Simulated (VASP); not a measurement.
A run of VASP 6.6.1:

The input INCAR:

```
SYSTEM = Li2ClF
PREC = Accurate
ENCUT = 520
EDIFF = 1E-7
ISMEAR = 0
SIGMA = 0.01
LREAL = .False.
LASPH = .True.
NELM = 100
ALGO = Normal
ISIF = 2
LWAVE = .False.
LCHARG = .False.
GGA = PE
NBANDS = 18
```

The input KPOINTS:

```
Automatic mesh
0
Gamma
  8 8 8
  0 0 0
```

File POSCAR:

```
Li2ClF
1.0
    1.6752631764      0.9672136459      5.3988685661
   -1.6752631764      0.9672136459      5.3988685661
    0.0000000000     -1.9344272918      5.3988685661
F Cl Li
1 1 2
Direct
    1.0000000000      0.0000000000      0.0000000000
    0.5000000000      0.5000000000      0.5000000000
    0.2627109633      0.2627109633      0.2627109633
    0.7372890367      0.7372890367      0.7372890367
```

Potentials or basis: VASP PAW PBE potentials, release 64 (F, Cl, Li_sv).

Launch:

```sh
$ cat potpaw_PBE.64/F/POTCAR potpaw_PBE.64/Cl/POTCAR potpaw_PBE.64/Li_sv/POTCAR > POTCAR
$ mpirun -np 1 vasp_std > vasp.out
```

Hardware: 1 thread of Intel Xeon 8259CL (shared host).

Task: Estimate the wall time of this run.

Result: Run time: 7.1 min on 1 thread of Intel Xeon 8259CL, on a shared host, peak memory 0.34 GiB. Counts: scf iterations 15, k points 65.
